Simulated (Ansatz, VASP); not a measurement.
# GaP in VASP and in Ansatz

POSCAR

```
GaP
1.0
    0.0000000000      2.6697739786      2.6697739786
    2.6697739786      0.0000000000      2.6697739786
    2.6697739786      2.6697739786      0.0000000000
Ga P
1 1
Direct
    0.0000000000      0.0000000000      0.0000000000
    0.2500000000      0.2500000000      0.2500000000
```

File INCAR.step1:

```
PREC     = Accurate       # precision mode
ENCUT    = 520            # plane-wave cutoff, eV
ISMEAR   = 0              # smearing method
SIGMA    = 0.01           # smearing width, eV
LREAL    = F              # projectors in reciprocal space
LASPH    = T              # aspherical terms in the spheres
NELM     = 80             # most SCF steps
NBANDS   = 16             # bands
GGA      = PE             # functional
ALGO     = Normal         # electronic algorithm
EDIFF    = 1E-4           # SCF threshold, eV
LWAVE    = T              # write WAVECAR
LCHARG   = F              # write CHGCAR
```

The input INCAR.step2:

```
PREC     = Accurate       # precision mode
ENCUT    = 520            # plane-wave cutoff, eV
EDIFF    = 1E-7           # SCF threshold, eV
ISMEAR   = 0              # smearing method
SIGMA    = 0.01           # smearing width, eV
LREAL    = F              # projectors in reciprocal space
LASPH    = T              # aspherical terms in the spheres
NELM     = 80             # most SCF steps
ALGO     = Normal         # electronic algorithm
ISIF     = 2              # what is computed and relaxed
LWAVE    = F              # write WAVECAR
LCHARG   = T              # write CHGCAR
METAGGA  = R2SCAN         # meta-GGA
LMIXTAU  = T            
LELF     = T              # ELF
LVHAR    = T            
NBANDS   = 16             # bands
ISTART   = 1
```

The input KPOINTS:

```
regular mesh
0
Gamma
  6 6 6
```

Input for Ansatz:

```yaml
crystal:
  lattice:
    - [0.0, 2.6697739786, 2.6697739786]
    - [2.6697739786, 0.0, 2.6697739786]
    - [2.6697739786, 2.6697739786, 0.0]
  atoms:
    - { symbol: Ga, position: [0.0, 0.0, 0.0] }
    - { symbol: P, position: [0.25, 0.25, 0.25] }
kpoints:
  mp_grid: { grid: [6, 6, 6] }
hamiltonian:
  xc: r2scan
scf:
  occupations: { method: fixed }
  n_extra_bands: 4
output:
  forces: true
  stress: true
  eigenvalues: true
```

Alike in both runs: task single point; functional r2SCAN; k mesh 6 × 6 × 6; no spin polarisation.

```csv
,VASP,Ansatz
version,VASP 6.6.1,Ansatz 0.2.0
potentials or method,"VASP PAW PBE potentials, release 64 (Ga_d, P)","plane waves, PAW"
plane-wave cutoff (eV),520,500
occupations,"gaussian, width 0.01 eV",fixed
valence electrons in the cell,18,18
```

```csv
,VASP,Ansatz,Ansatz less VASP
gap on the k mesh at the Fermi level (eV),1.77,1.77,-0.004
pressure (GPa),6.3,6.3,+0.04
```

VASP's potentials were made for PBE, not for r2SCAN.
